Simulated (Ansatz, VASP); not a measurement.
## Al in VASP and in Ansatz

INCAR

```
ALGO = Normal
EDIFF = 1E-8
ENCUT = 520
ISIF = 2
ISMEAR = -1
LASPH = T
LCHARG = F
LEFG = T
LREAL = F
LWAVE = F
NBANDS = 8
NELM = 60
PREC = Accurate
SIGMA = 0.03
```

Contents of KPOINTS:

```
k-points
0
Gamma
  17 17 17
```

File POSCAR:

```
Al
1.0
    0.0000000000      2.0636759603      2.0636759603
    2.0636759603      0.0000000000      2.0636759603
    2.0636759603      2.0636759603      0.0000000000
Al
1
Direct
    0.0000000000      0.0000000000      0.0000000000
```

Input for Ansatz:

```yaml
crystal:
  lattice:
    - [0.0, 2.0636759603, 2.0636759603]
    - [2.0636759603, 0.0, 2.0636759603]
    - [2.0636759603, 2.0636759603, 0.0]
  atoms:
    - { symbol: Al, position: [0.0, 0.0, 0.0] }
kpoints:
  mp_grid: { grid: [17, 17, 17] }
scf:
  occupations: { method: fermi_dirac, width: 0.03 }
hamiltonian:
  xc: lda
  pseudopotentials: { kind: all_electron, datasets: crystal }
output:
  forces: true
  stress: true
  eigenvalues: true
  efg: { contact_densities: true }
```

Change from the starting cell: volume scaled by 1.06, crystal datasets.

Alike in both runs: task electric field gradients; functional LDA; k mesh 17 × 17 × 17; occupations fermi-dirac, width 0.03 eV; no spin polarisation.

|  | VASP | Ansatz |
| --- | --- | --- |
| version | VASP 6.6.1 | Ansatz 0.2.0 |
| potentials or method | VASP PAW LDA potentials, release 64 (Al), cutoff 520 eV | all-electron PAW with datasets made for the crystal, scalar-relativistic |

|  | VASP | Ansatz | Ansatz less VASP |
| --- | --- | --- | --- |
| pressure (GPa) | -7.0 | -7.0 | 0.00 |

LDA's correlation is that of Perdew and Zunger in VASP and of Perdew and Wang (1992) in Ansatz. Ansatz ran all-electron here, and VASP with PAW potentials.
